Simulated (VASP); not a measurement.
# K (I4_1/amd) in VASP: single point with PBE

Aim: the single point of K with PBE.

All numbers are computed with VASP 6.6.1; they aren't measurements. Logs are shortened: lines on timing, memory, paths and dates and some standing lists are left out, and cuts for length are marked.

## Step 1: The cell of the first run

The structure is tetragonal, space group I4_1/amd (No. 141). The conventional cell has a = 4.661 Å, b = 4.661 Å, c = 16.019 Å, α = 90.00°, β = 90.00°, γ = 90.00°.

## Step 2: Single point, PBE (strained)

File INCAR:

```
  ALGO = Fast
  EDIFF = 1E-6
  ENCUT = 520
  GGA = PE
  ISIF = 2
  ISMEAR = 0
  LASPH = T
  LCHARG = F
  LREAL = F
  LWAVE = F
  NBANDS = 16
  NELM = 80
  PREC = Accurate
  SIGMA = 0.1
```

File KPOINTS:

```
k-points
0
Gamma
  14 14 14
```

File POSCAR:

```
K
1.0
   -2.3305486938      2.3305486938      8.0092592469
    2.3305486938     -2.3305486938      8.0092592469
    2.3305486938      2.3305486938     -8.0092592469
K
2
Direct
    0.2500000000      0.7500000000      0.5000000000
    0.5000000000      0.5000000000      0.0000000000
```

Potentials or basis: VASP PAW PBE potentials, release 64 (K_sv).

Command:

```console
$ cat potpaw_PBE.64/K_sv/POTCAR > POTCAR
$ mpirun -np 1 vasp_std > vasp.out
```

OUTCAR:

```text
EDIFF = 1E-6
   ENCUT = 520
   GGA = PE
   ISIF = 2
   ISMEAR = 0
   LASPH = T
   LREAL = F
   NELM = 80
   PREC = Accurate

 ion  position               nearest neighbor table
   1  0.250  0.750  0.500-
   2  0.500  0.500  0.000-

  LATTYP: Found a body centered tetragonal cell.
 ALAT       =     4.6610973876
 C/A-ratio  =     3.4366410229

  Lattice vectors:

 A1 = (  -2.3305486938,   2.3305486938,   8.0092592469)
 A2 = (   2.3305486938,  -2.3305486938,   8.0092592469)
 A3 = (   2.3305486938,   2.3305486938,  -8.0092592469)

Analysis of symmetry for initial positions (statically):
=====================================================================
 Subroutine PRICEL returns:
 Original cell was already a primitive cell.

 Routine SETGRP: Setting up the symmetry group for a
 body centered tetragonal supercell.

 Subroutine GETGRP returns: Found 16 space group operations
 (whereof  8 operations were pure point group operations)
 out of a pool of 16 trial point group operations.

The static configuration has the point symmetry D_2d.
 The point group associated with its full space group is D_4h.

Analysis of symmetry for dynamics (positions and initial velocities):
=====================================================================
 Subroutine PRICEL returns:
 Original cell was already a primitive cell.

 Routine SETGRP: Setting up the symmetry group for a
 body centered tetragonal supercell.

 Subroutine GETGRP returns: Found 16 space group operations
 (whereof  8 operations were pure point group operations)
 out of a pool of 16 trial point group operations.

The dynamic configuration has the point symmetry D_2d.
 The point group associated with its full space group is D_4h.

 Subroutine INISYM returns: Found 16 space group operations
 (whereof  8 operations are pure point group operations),
 and found     1 'primitive' translations

----------------------------------------------------------------------------------------

                                     Primitive cell

  volume of cell :     174.0078

  direct lattice vectors                    reciprocal lattice vectors
    -2.330548694  2.330548694  8.009259247     0.000000000  0.214541752  0.062427746
     2.330548694 -2.330548694  8.009259247     0.214541752  0.000000000  0.062427746
     2.330548694  2.330548694 -8.009259247     0.214541752  0.214541752  0.000000000

  length of vectors
     8.660897650  8.660897650  8.660897650     0.223439895  0.223439895  0.303407855

  position of ions in fractional coordinates (direct lattice)
     0.250000000  0.750000000  0.500000000
     0.500000000  0.500000000  0.000000000

  ion indices of the primitive-cell ions
   primitive index   ion index
                 1           1
                 2           2

----------------------------------------------------------------------------------------

 KPOINTS: k-points

Automatic generation of k-mesh.
 Grid dimensions read from file:
 generate k-points for:   14   14   14

 Generating k-lattice:

  Cartesian coordinates                     Fractional coordinates (reciprocal lattice)
     0.000000000  0.015324411  0.004459125     0.071428571 -0.000000000  0.000000000
     0.015324411  0.000000000  0.004459125    -0.000000000  0.071428571  0.000000000
     0.015324411  0.015324411  0.000000000     0.000000000  0.000000000  0.071428571

  Length of vectors
     0.015959993  0.015959993  0.021671990

  Shift w.r.t. Gamma in fractional coordinates (k-lattice)
     0.000000000  0.000000000  0.000000000

 Subroutine IBZKPT returns following result:
 ===========================================

 Found    244 irreducible k-points:

 Following reciprocal coordinates:
            Coordinates               Weight
  0.000000  0.000000  0.000000      1.000000
  0.071429  0.000000 -0.000000      8.000000
  0.142857  0.000000 -0.000000      8.000000
  0.214286  0.000000 -0.000000      8.000000
  0.285714  0.000000  0.000000      8.000000
  0.357143  0.000000  0.000000      8.000000
[... 16 lines left out ...]
  0.214286  0.142857 -0.000000     16.000000
  0.285714  0.142857 -0.000000     16.000000
 [... further k-points ...]
   k-points           NKPTS =    244   k-points in BZ     NKDIM =    244   number of bands    NBANDS=     16
   number of dos      NEDOS =    301   number of ions     NIONS =      2
   total plane-waves  NPLWV = 262144
   dimension x,y,z NGX =    64 NGY =   64 NGZ =   64
   dimension x,y,z NGXF=   128 NGYF=  128 NGZF=  128
   ions per type =               2
   NGX,Y,Z   is equivalent  to a cutoff of  12.28, 12.28, 12.28 a.u.
   NGXF,Y,Z  is equivalent  to a cutoff of  24.57, 24.57, 24.57 a.u.
 SYSTEM =  unknown system
   PREC   = accura    normal or accurate (medium, high low for compatibility)
   ISTART =      0    job   : 0-new  1-cont  2-samecut
   ICHARG =      2    charge: 1-file 2-atom 10-const
   ISPIN  =      1    spin polarized calculation?
   LNONCOLLINEAR =      F non collinear calculations
   LSORBIT =      F    spin-orbit coupling
   LASPH  =      T    aspherical Exc in radial PAW
   ENCUT  =  520.0 eV  38.22 Ry    6.18 a.u.  16.10 16.10 16.10*2*pi/ulx,y,z
   NELM   =     80;   NELMIN=  2; NELMDL= -5     # of ELM steps
   EDIFF  = 0.1E-05   stopping-criterion for ELM
   LREAL  =      F    real-space projection
   EDIFFG = 0.1E-04   stopping-criterion for IOM
   NSW    =      0    number of steps for IOM
   IBRION =     -1    ionic relax: 0-MD 1-quasi-New 2-CG
   NFREE  =      0    steps in history (QN), initial steepest desc. (CG)
   ISIF   =      2    stress and relaxation
   ISYM   =      2    0-nonsym 1-usesym 2-fastsym
   POTIM  = 0.5000    time-step for ionic-motion
   TEBEG  =    0.0;   TEEND  =   0.0 temperature during run
   PSTRESS=    0.0 pullay stress
   NELECT =      18.0000    total number of electrons
   NUPDOWN=      -1.0000    fix difference up-down
   EMIN   =  10.00;   EMAX   =-10.00  energy-range for DOS
   EFERMI =   0.00;   METHOD = LEGACY
   ISMEAR =     0;   SIGMA  =   0.10  broadening in eV -4-tet -1-fermi 0-gaus
   EFERMI_NEDOS =   21; number of points for ismear=-14 and -15
   IALGO  =     68    algorithm
   IMIX   =      4    mixing-type and parameters
     AMIX     =   0.40;   BMIX     =  1.00
     AMIX_MAG =   1.60;   BMIX_MAG =  1.00
  volume/ion in A,a.u.               =      87.00       587.13
  Fermi-wavevector in a.u.,A,eV,Ry     =   0.768498  1.452251  8.035454  0.590589
  Thomas-Fermi vector in A             =   1.869284
   LORBIT       =      0    0 simple, 1 ext, 2 COOP (PROOUT), +10 PAW based schemes
   GGA     = PE    functional components
   LHFCALC =     F    Hartree Fock is set to
   AEXX    =    0.0000 exact exchange contribution
   IVDW    =     0    specifies the selected vdW correction
   LEPSILON=     F    determine dielectric tensor
   LRPA    =     F    only Hartree local field effects (RPA)
 non-spin polarized calculation
 RMM-DIIS sequential band-by-band and
 Gauss-broadening in eV      SIGMA  =   0.10
  energy-cutoff  :      520.00
  volume of cell :      174.01
 maximum number of plane-waves:      4742
   NGX = 33   NGY = 33   NGZ = 33

 number of electron      17.9999999 magnetization

 Free energy of the ion-electron system (eV)
  ---------------------------------------------------
  ext. energy  EPLUGINS =         0.00000000
  ---------------------------------------------------
  free energy    TOTEN  =        -1.94970061 eV

  energy without entropy =       -1.94095700  energy(sigma->0) =       -1.94532880

 E-fermi :  -0.4409     XC(G=0):  -5.2522

 val. band max:       -0.4481821492   @ k =  -0.2857  -0.2857   0.0714
 cond. band min:      -0.4389653193   @ k =  -0.4286   0.2857   0.0000
 fundamental gap:      0.0092168300
 Fermi energy:        -0.4408509492

 k-point     1 :       0.0000    0.0000    0.0000
  band No.  band energies     occupation
      1     -32.7568      2.00000
      2     -32.7538      2.00000
      3     -16.2643      2.00000
      4     -16.2152      2.00000
      5     -16.2152      2.00000
      6     -16.2114      2.00000
[... 8 lines left out ...]
     15       4.0424      0.00000
     16       4.0633      0.00000

 k-point     2 :       0.0714    0.0000   -0.0000
  band No.  band energies     occupation
      1     -32.7567      2.00000
      2     -32.7538      2.00000
      3     -16.2636      2.00000
      4     -16.2174      2.00000
      5     -16.2152      2.00000
      6     -16.2132      2.00000
[... 8 lines left out ...]
     15       3.8782      0.00000
     16       4.0395      0.00000

 k-point     3 :       0.1429    0.0000   -0.0000
  band No.  band energies     occupation
      1     -32.7565      2.00000
      2     -32.7537      2.00000
      3     -16.2618      2.00000
      4     -16.2231      2.00000
      5     -16.2181      2.00000
      6     -16.2150      2.00000
[... 8 lines left out ...]
     15       3.6491      0.00000
     16       4.0191      0.00000

 k-point     4 :       0.2143    0.0000   -0.0000
  band No.  band energies     occupation
      1     -32.7561      2.00000
      2     -32.7535      2.00000
      3     -16.2592      2.00000
      4     -16.2310      2.00000
      5     -16.2250      2.00000
      6     -16.2148      2.00000
[... 8 lines left out ...]
     15       3.5766      0.00000
     16       4.0093      0.00000
[... 324 lines left out ...]
 k-point    22 :       0.1429    0.1429   -0.0000
  band No.  band energies     occupation
      1     -32.7560      2.00000
      2     -32.7536      2.00000
      3     -16.2582      2.00000
      4     -16.2245      2.00000
      5     -16.2222      2.00000
      6     -16.2174      2.00000
[... 8 lines left out ...]
     15       3.1846      0.00000
     16       3.8704      0.00000

 k-point    23 :       0.2143    0.1429   -0.0000
  band No.  band energies     occupation
      1     -32.7556      2.00000
      2     -32.7535      2.00000
      3     -16.2553      2.00000
      4     -16.2316      2.00000
      5     -16.2236      2.00000
      6     -16.2229      2.00000
[... 8 lines left out ...]
     15       3.1399      0.00000
     16       3.8142      0.00000

 k-point    24 :       0.2857    0.1429   -0.0000
  band No.  band energies     occupation
      1     -32.7551      2.00000
      2     -32.7533      2.00000
      3     -16.2529      2.00000
      4     -16.2401      2.00000
      5     -16.2302      2.00000
      6     -16.2228      2.00000
[... 8 lines left out ...]
     15       3.2883      0.00000
     16       3.6911      0.00000

 [... further k-points ...]

------------------------ aborting loop because EDIFF is reached ----------------------------------------

  FORCE on cell =-STRESS in cart. coord.  units (eV):
  Direction    XX          YY          ZZ          XY          YZ          ZX
  --------------------------------------------------------------------------------------
  -------------------------------------------------------------------------------------
  Total       -0.3763471     -0.3763471     -0.1375377      0.0000000     -0.0000000      0.0000000
  in kB       -3.4652169     -3.4652169     -1.2663790      0.0000000     -0.0000000      0.0000000
  external PRESSURE =      -2.7322709 kB  Pullay stress =       0.0000000 kB

 VOLUME and BASIS-vectors are now :
 -----------------------------------------------------------------------------
  energy-cutoff  :      520.00
  volume of cell :      174.01
      direct lattice vectors                 reciprocal lattice vectors
    -2.330548694  2.330548694  8.009259247     0.000000000  0.214541752  0.062427746
     2.330548694 -2.330548694  8.009259247     0.214541752  0.000000000  0.062427746
     2.330548694  2.330548694 -8.009259247     0.214541752  0.214541752  0.000000000

 POSITION                                       TOTAL-FORCE (eV/Angst)
 -----------------------------------------------------------------------------------
      2.33055      0.00000      4.00463        -0.000000      0.000000      0.000000
      0.00000      0.00000      8.00926         0.000000     -0.000000     -0.000000
 -----------------------------------------------------------------------------------
    total drift:                                0.000000     -0.000000      0.000000

  FREE ENERGIE OF THE ION-ELECTRON SYSTEM (eV)
  ---------------------------------------------------
  free  energy   TOTEN  =        -1.9497006069 eV

  energy  without entropy=       -1.9409569963  energy(sigma->0) =       -1.94532880
```

It took 20 min on 1 thread of Intel Xeon Platinum 8488C (Sapphire Rapids), shared host; peak memory 0.92 GiB.

What came out:

* Free energy: -1.9497 eV
* Pressure: -0.3 GPa
* Band gap on the k mesh: zero (bands 9 and 10 overlap by 2.62 eV)

Caveat: the cell differs from its parent crystal (strained).
